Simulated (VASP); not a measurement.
**KZnF3: single point with PBE**

Crystal: KZnF3.

```
K Zn F
1.0
     3.68059    0.00000    0.00000
     0.00000    3.68059    0.00000
     0.00000    0.00000    3.68059
K Zn F
1 1 3
Direct
  0.00000 0.00000 0.00000
  0.50000 0.50000 0.50000
  0.00000 0.50000 0.50000
  0.50000 0.00000 0.50000
  0.50000 0.50000 0.00000
```

```yaml
Program: VASP 6.6.1
Task: single point
Functional: PBE
Potentials_or_basis: VASP PAW PBE potentials, release 64 (K_sv, Zn, F)
Cutoff: 520 eV
k_mesh: 4 × 4 × 4
Occupations: gaussian, width 0.1 eV
Spin: no spin polarisation
Dipole_correction: no
Further_INCAR_settings: ALGO = Normal; EDIFF = 1e-06; NBANDS = 29
```

```
Pressure               : 55.5 GPa
Band gap on the k mesh : 4.66 eV, indirect (least direct gap 7.68 eV)
```

Levels at points of the mesh, in eV from the valence-band top:
| k point | band 17 | band 18 | band 19 | band 20 | band 21 | band 22 | band 23 | band 24 | band 25 | band 26 |
| --- | --- | --- | --- | --- | --- | --- | --- | --- | --- | --- |
| (0.00, 0.00, 0.00) | -3.82 | -3.82 | -3.82 | -3.57 | -3.57 | 4.66 | 7.03 | 7.03 | 9.89 | 9.89 |
| (0.50, 0.00, 0.00) | -4.22 | -3.57 | -2.87 | -2.87 | -1.82 | 8.15 | 8.25 | 8.42 | 10.23 | 10.58 |
| (0.50, 0.50, 0.00) | -2.96 | -2.96 | -2.91 | -2.88 | 0.00 | 8.58 | 9.48 | 10.79 | 10.79 | 11.18 |
| (0.50, 0.50, 0.50) | -2.72 | -2.72 | -2.72 | 0.00 | 0.00 | 7.68 | 7.68 | 7.68 | 11.85 | 11.85 |

It took 17 s on 1 thread of Intel(R) Xeon(R) Platinum 8488C (Sapphire Rapids) (shared host), peak memory 0.16 GiB.

Caveat: the k points lie up to 0.43 Å⁻¹ apart. A k mesh can miss the band edges.
